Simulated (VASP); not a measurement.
# BaRu3 in VASP: a series of runs

Runs on BaRu3. Level: PBEsol. Tasks: single point.

All numbers are computed with VASP 6.6.1; they aren't measurements. Logs are shortened: lines on timing, memory, paths and dates and some standing lists are left out, and cuts for length are marked.

### Step 1. The cell of the first run

It takes space group Pm-3m (No. 221, cubic). Conventional cell: a = 4.014 Å, b = 4.014 Å, c = 4.014 Å, α = 90.00°, β = 90.00°, γ = 90.00°. Ba (site symmetry m-3m) has 12 Ru at 2.84 Å within 3.7 Å. Ru (site symmetry 4/mmm) has 4 Ba at 2.84 Å and 8 Ru at 2.84 Å within 3.7 Å.

### Step 2. Single point, PBEsol (16.17 Å³/atom)

File INCAR:

```
PREC = Accurate
ENCUT = 560
EDIFF = 1E-6
ISMEAR = 0
SIGMA = 0.05
LREAL = False
LASPH = True
NELM = 120
ALGO = Normal
ISIF = 2
LWAVE = False
LCHARG = False
GGA = PS
NBANDS = 37
GGA_COMPAT = False
```

File KPOINTS:

```
Automatic mesh
0
Gamma
  8 8 8
```

File POSCAR:

```
BaRu3
1.0
    4.0139410125      0.0000000000      0.0000000000
    0.0000000000      4.0139410125      0.0000000000
    0.0000000000      0.0000000000      4.0139410125
Ba Ru
1 3
Direct
    0.0000000000      0.0000000000      0.0000000000
    0.0000000000      0.5000000000      0.5000000000
    0.5000000000      0.5000000000      0.0000000000
    0.5000000000      0.0000000000      0.5000000000
```

Potentials or basis: VASP PAW PBE potentials, release 64 (Ba_sv, Ru_sv).

Started as:

```sh
$ cat potpaw_PBE.64/Ba_sv/POTCAR potpaw_PBE.64/Ru_sv/POTCAR > POTCAR
$ mpirun -np 1 vasp_std > vasp.out
```

OUTCAR:

```text
PREC = Accurate
   ENCUT = 560
   EDIFF = 1E-6
   ISMEAR = 0
   LREAL = False
   LASPH = True
   NELM = 120
   ISIF = 2
   GGA = PS

 ion  position               nearest neighbor table
   1  0.000  0.000  0.000-   2 2.84   3 2.84   4 2.84   2 2.84   4 2.84   2 2.84   3 2.84   2 2.84
                             3 2.84   4 2.84   4 2.84   3 2.84
   2  0.000  0.500  0.500-   1 2.84   1 2.84   1 2.84   1 2.84
   3  0.500  0.500  0.000-   1 2.84   1 2.84   1 2.84   1 2.84
   4  0.500  0.000  0.500-   1 2.84   1 2.84   1 2.84   1 2.84

  LATTYP: Found a simple cubic cell.
 ALAT       =     4.0139410125

  Lattice vectors:

 A1 = (   4.0139410125,   0.0000000000,   0.0000000000)
 A2 = (   0.0000000000,   4.0139410125,   0.0000000000)
 A3 = (   0.0000000000,   0.0000000000,   4.0139410125)

Analysis of symmetry for initial positions (statically):
=====================================================================
 Subroutine PRICEL returns:
 Original cell was already a primitive cell.

 Routine SETGRP: Setting up the symmetry group for a
 simple cubic supercell.

 Subroutine GETGRP returns: Found 48 space group operations
 (whereof 48 operations were pure point group operations)
 out of a pool of 48 trial point group operations.

The static configuration has the point symmetry O_h .

Analysis of symmetry for dynamics (positions and initial velocities):
=====================================================================
 Subroutine PRICEL returns:
 Original cell was already a primitive cell.

 Routine SETGRP: Setting up the symmetry group for a
 simple cubic supercell.

 Subroutine GETGRP returns: Found 48 space group operations
 (whereof 48 operations were pure point group operations)
 out of a pool of 48 trial point group operations.

The dynamic configuration has the point symmetry O_h .

 Subroutine INISYM returns: Found 48 space group operations
 (whereof 48 operations are pure point group operations),
 and found     1 'primitive' translations

----------------------------------------------------------------------------------------

                                     Primitive cell

  volume of cell :      64.6715

  direct lattice vectors                    reciprocal lattice vectors
     4.013941013  0.000000000  0.000000000     0.249131713  0.000000000  0.000000000
     0.000000000  4.013941013  0.000000000     0.000000000  0.249131713  0.000000000
     0.000000000  0.000000000  4.013941013     0.000000000  0.000000000  0.249131713

  length of vectors
     4.013941013  4.013941013  4.013941013     0.249131713  0.249131713  0.249131713

  position of ions in fractional coordinates (direct lattice)
     0.000000000  0.000000000  0.000000000
     0.000000000  0.500000000  0.500000000
     0.500000000  0.500000000  0.000000000
     0.500000000  0.000000000  0.500000000

  ion indices of the primitive-cell ions
   primitive index   ion index
                 1           1
                 2           2
                 3           3
                 4           4

----------------------------------------------------------------------------------------

 KPOINTS: Automatic mesh

Automatic generation of k-mesh.
 Grid dimensions read from file:
 generate k-points for:    8    8    8

 Generating k-lattice:

  Cartesian coordinates                     Fractional coordinates (reciprocal lattice)
     0.031141464  0.000000000  0.000000000     0.125000000  0.000000000  0.000000000
     0.000000000  0.031141464  0.000000000     0.000000000  0.125000000  0.000000000
     0.000000000  0.000000000  0.031141464     0.000000000  0.000000000  0.125000000

  Length of vectors
     0.031141464  0.031141464  0.031141464

  Shift w.r.t. Gamma in fractional coordinates (k-lattice)
     0.000000000  0.000000000  0.000000000

 Subroutine IBZKPT returns following result:
 ===========================================

 Found     35 irreducible k-points:

 Following reciprocal coordinates:
            Coordinates               Weight
  0.000000  0.000000  0.000000      1.000000
  0.125000  0.000000  0.000000      6.000000
  0.250000  0.000000  0.000000      6.000000
  0.375000  0.000000  0.000000      6.000000
  0.500000  0.000000  0.000000      3.000000
  0.125000  0.125000  0.000000     12.000000
[... 16 lines left out ...]
  0.375000  0.375000  0.125000     24.000000
  0.500000  0.375000  0.125000     24.000000
 [... further k-points ...]
   k-points           NKPTS =     35   k-points in BZ     NKDIM =     35   number of bands    NBANDS=     37
   number of dos      NEDOS =    301   number of ions     NIONS =      4
   total plane-waves  NPLWV =  32768
   dimension x,y,z NGX =    32 NGY =   32 NGZ =   32
   dimension x,y,z NGXF=    64 NGYF=   64 NGZF=   64
   ions per type =               1   3
   NGX,Y,Z   is equivalent  to a cutoff of  13.25, 13.25, 13.25 a.u.
   NGXF,Y,Z  is equivalent  to a cutoff of  26.51, 26.51, 26.51 a.u.
 SYSTEM =  unknown system
   PREC   = accura    normal or accurate (medium, high low for compatibility)
   ISTART =      0    job   : 0-new  1-cont  2-samecut
   ICHARG =      2    charge: 1-file 2-atom 10-const
   ISPIN  =      1    spin polarized calculation?
   LNONCOLLINEAR =      F non collinear calculations
   LSORBIT =      F    spin-orbit coupling
   LASPH  =      T    aspherical Exc in radial PAW
   ENCUT  =  560.0 eV  41.16 Ry    6.42 a.u.   7.75  7.75  7.75*2*pi/ulx,y,z
   NELM   =    120;   NELMIN=  2; NELMDL= -5     # of ELM steps
   EDIFF  = 0.1E-05   stopping-criterion for ELM
   LREAL  =      F    real-space projection
   EDIFFG = 0.1E-04   stopping-criterion for IOM
   NSW    =      0    number of steps for IOM
   IBRION =     -1    ionic relax: 0-MD 1-quasi-New 2-CG
   NFREE  =      0    steps in history (QN), initial steepest desc. (CG)
   ISIF   =      2    stress and relaxation
   ISYM   =      2    0-nonsym 1-usesym 2-fastsym
   POTIM  = 0.5000    time-step for ionic-motion
   TEBEG  =    0.0;   TEEND  =   0.0 temperature during run
   PSTRESS=    0.0 pullay stress
   NELECT =      58.0000    total number of electrons
   NUPDOWN=      -1.0000    fix difference up-down
   EMIN   =  10.00;   EMAX   =-10.00  energy-range for DOS
   EFERMI =   0.00;   METHOD = LEGACY
   ISMEAR =     0;   SIGMA  =   0.05  broadening in eV -4-tet -1-fermi 0-gaus
   EFERMI_NEDOS =   21; number of points for ismear=-14 and -15
   IALGO  =     38    algorithm
   IMIX   =      4    mixing-type and parameters
     AMIX     =   0.40;   BMIX     =  1.00
     AMIX_MAG =   1.60;   BMIX_MAG =  1.00
  volume/ion in A,a.u.               =      16.17       109.11
  Fermi-wavevector in a.u.,A,eV,Ry     =   1.578749  2.983404 33.911833  2.492449
  Thomas-Fermi vector in A             =   2.679233
   LORBIT       =      0    0 simple, 1 ext, 2 COOP (PROOUT), +10 PAW based schemes
   GGA     = PS    functional components
   LHFCALC =     F    Hartree Fock is set to
   AEXX    =    0.0000 exact exchange contribution
   IVDW    =     0    specifies the selected vdW correction
   LEPSILON=     F    determine dielectric tensor
   LRPA    =     F    only Hartree local field effects (RPA)
 non-spin polarized calculation
 Gauss-broadening in eV      SIGMA  =   0.05
  energy-cutoff  :      560.00
  volume of cell :       64.67
 maximum number of plane-waves:      1964
 NGX is ok and might be reduce to    32
   NGX = 15   NGY = 15   NGZ = 15

 number of electron      57.9999996 magnetization

 Free energy of the ion-electron system (eV)
  ---------------------------------------------------
  ext. energy  EPLUGINS =         0.00000000
  ---------------------------------------------------
  free energy    TOTEN  =       -26.86806447 eV

  energy without entropy =      -26.85788346  energy(sigma->0) =      -26.86297397

 E-fermi :  10.9591     XC(G=0): -13.2974

 val. band max:       10.9506403448   @ k =   0.3750   0.3750   0.1250
 cond. band min:      10.9751817415   @ k =   0.2500   0.0000   0.0000
 fundamental gap:      0.0245413967
 Fermi energy:        10.9590586488

 k-point     1 :       0.0000    0.0000    0.0000
  band No.  band energies     occupation
      1     -61.0811      2.00000
      2     -60.9903      2.00000
      3     -60.9903      2.00000
      4     -31.3351      2.00000
      5     -31.3351      2.00000
      6     -31.3351      2.00000
[... 29 lines left out ...]
     36      17.3442      0.00000
     37      17.3442      0.00000

 k-point     2 :       0.1250    0.0000    0.0000
  band No.  band energies     occupation
      1     -61.0780      2.00000
      2     -60.9934      2.00000
      3     -60.9903      2.00000
      4     -31.3261      2.00000
      5     -31.3261      2.00000
      6     -31.3209      2.00000
[... 29 lines left out ...]
     36      17.1450      0.00000
     37      18.1265      0.00000

 k-point     3 :       0.2500    0.0000    0.0000
  band No.  band energies     occupation
      1     -61.0694      2.00000
      2     -61.0019      2.00000
      3     -60.9903      2.00000
      4     -31.3025      2.00000
      5     -31.3025      2.00000
      6     -31.2799      2.00000
[... 29 lines left out ...]
     36      16.6749      0.00000
     37      18.5944      0.00000

 k-point     4 :       0.3750    0.0000    0.0000
  band No.  band energies     occupation
      1     -61.0578      2.00000
      2     -61.0134      2.00000
      3     -60.9902      2.00000
      4     -31.2743      2.00000
      5     -31.2743      2.00000
      6     -31.2174      2.00000
[... 29 lines left out ...]
     36      16.2463      0.00000
     37      18.5039      0.00000
[... 683 lines left out ...]
      1     -61.0400      2.00000
      2     -61.0204      2.00000
      3     -61.0006      2.00000
      4     -31.3465      2.00000
      5     -31.2056      2.00000
      6     -31.1752      2.00000
[... 29 lines left out ...]
     36      16.1512      0.00000
     37      17.1993      0.00000

 k-point    23 :       0.3750    0.3750    0.1250
  band No.  band energies     occupation
      1     -61.0377      2.00000
      2     -61.0158      2.00000
      3     -61.0072      2.00000
      4     -31.3665      2.00000
      5     -31.2285      2.00000
      6     -31.1613      2.00000
[... 29 lines left out ...]
     36      16.3568      0.00000
     37      16.4544      0.00000

 k-point    24 :       0.5000    0.3750    0.1250
  band No.  band energies     occupation
      1     -61.0309      2.00000
      2     -61.0203      2.00000
      3     -61.0096      2.00000
      4     -31.3694      2.00000
      5     -31.2449      2.00000
      6     -31.1471      2.00000
[... 29 lines left out ...]
     36      16.4854      0.00000
     37      16.4943      0.00000

 [... further k-points ...]

------------------------ aborting loop because EDIFF is reached ----------------------------------------

  FORCE on cell =-STRESS in cart. coord.  units (eV):
  Direction    XX          YY          ZZ          XY          YZ          ZX
  --------------------------------------------------------------------------------------
  -------------------------------------------------------------------------------------
  Total        5.2037883      5.2037883      5.2037883     -0.0000000      0.0000000     -0.0000000
  in kB      128.9190950    128.9190950    128.9190950     -0.0000000      0.0000000     -0.0000000
  external PRESSURE =     128.9190950 kB  Pullay stress =       0.0000000 kB

 VOLUME and BASIS-vectors are now :
 -----------------------------------------------------------------------------
  energy-cutoff  :      560.00
  volume of cell :       64.67
      direct lattice vectors                 reciprocal lattice vectors
     4.013941013  0.000000000  0.000000000     0.249131713  0.000000000  0.000000000
     0.000000000  4.013941013  0.000000000     0.000000000  0.249131713  0.000000000
     0.000000000  0.000000000  4.013941013     0.000000000  0.000000000  0.249131713

 POSITION                                       TOTAL-FORCE (eV/Angst)
 -----------------------------------------------------------------------------------
      0.00000      0.00000      0.00000         0.000000      0.000000      0.000000
      0.00000      2.00697      2.00697         0.000000      0.000000      0.000000
      2.00697      2.00697      0.00000         0.000000      0.000000      0.000000
      2.00697      0.00000      2.00697         0.000000      0.000000      0.000000
 -----------------------------------------------------------------------------------
    total drift:                                0.000000     -0.000000     -0.000000

  FREE ENERGIE OF THE ION-ELECTRON SYSTEM (eV)
  ---------------------------------------------------
  free  energy   TOTEN  =       -26.8680644701 eV

  energy  without entropy=      -26.8578834631  energy(sigma->0) =      -26.86297397
```

It took 51 s on 1 thread of Intel Xeon Platinum 8259CL at 2.50GHz (Skylake/Cascade Lake), shared host; peak memory 0.22 GiB.

What came out:

* Free energy: -26.8681 eV
* Pressure: 12.9 GPa
* Band gap on the k mesh: zero (bands 29 and 30 overlap by 1.70 eV)

Caveat: the cell stands under pressure; the PAW data sets were made with another functional, which shifts forces and pressure a little; spin-orbit coupling is left out, which moves the levels of the heavy elements.

### Step 3. Single point, PBEsol

This run uses another cell than the first one, of 16.84 Å³/atom.

File INCAR:

```
SYSTEM = BaRu3
ALGO = Normal
EDIFF = 1E-6
ENCUT = 560
GGA = PS
GGA_COMPAT = .False.
ISIF = 2
ISMEAR = 0
LASPH = .True.
LCHARG = .False.
LREAL = .False.
LWAVE = .False.
NBANDS = 37
NELM = 120
PREC = Accurate
SIGMA = 0.05
```

File KPOINTS:

```
k-points
0
Gamma
  8 8 8
  0 0 0
```

File POSCAR:

```
BaRu3
1.0
    4.0689333394      0.0000000000      0.0203446667
    0.0000000000      4.0689333394      0.0000000000
    0.0203446667      0.0000000000      4.0689333394
Ba Ru
1 3
Direct
    0.0000000000      0.0000000000      0.0000000000
    0.0000000000      0.5000000000      0.5000000000
    0.5000000000      0.5000000000      0.0000000000
    0.5000000000      0.0000000000      0.5000000000
```

Potentials or basis: VASP PAW PBE potentials, release 64 (Ba_sv, Ru_sv).

Started as:

```sh
$ cat potpaw_PBE.64/Ba_sv/POTCAR potpaw_PBE.64/Ru_sv/POTCAR > POTCAR
$ mpirun -np 1 vasp_std > vasp.out
```

Run time: 2.3 min. Hardware: 1 thread of AMD EPYC 7R13 (Zen 3), shared host; peak memory 0.32 GiB.

The run converged. Its results:

```
Free energy            : -27.0224 eV
Pressure               : 5.5 GPa
Band gap on the k mesh : zero (bands 29 and 30 overlap by 1.63 eV)
```

Stress tensor (GPa, compression positive):
```
 5.53  0.00 -0.32
 0.00  5.54  0.00
-0.32  0.00  5.53
```

Levels at points of the mesh, in eV from the Fermi level:
| k point | band 27 | band 28 | band 29 | band 30 | band 31 | band 32 |
| --- | --- | --- | --- | --- | --- | --- |
| (0.00, 0.00, 0.00) | 0.50 | 0.50 | 1.43 | 1.88 | 1.89 | 1.89 |
| (0.50, 0.00, 0.00) | -0.44 | -0.39 | 0.05 | 0.05 | 0.71 | 1.09 |
| (0.00, 0.50, 0.00) | -0.44 | -0.39 | 0.03 | 0.08 | 0.71 | 1.09 |
| (0.50, 0.50, 0.00) | -0.89 | -0.16 | -0.13 | 0.01 | 0.06 | 0.07 |
| (0.50, 0.00, 0.50) | -0.89 | -0.16 | -0.14 | 0.01 | 0.04 | 0.07 |
| (0.50, 0.50, 0.50) | -0.64 | -0.64 | 0.66 | 1.46 | 1.49 | 1.52 |

Caveat: the cell stands under pressure; the PAW data sets were made with another functional, which shifts forces and pressure a little; spin-orbit coupling is left out, which moves the levels of the heavy elements.

The gap in the log of VASP goes by the Fermi energy; the results here count the filled bands.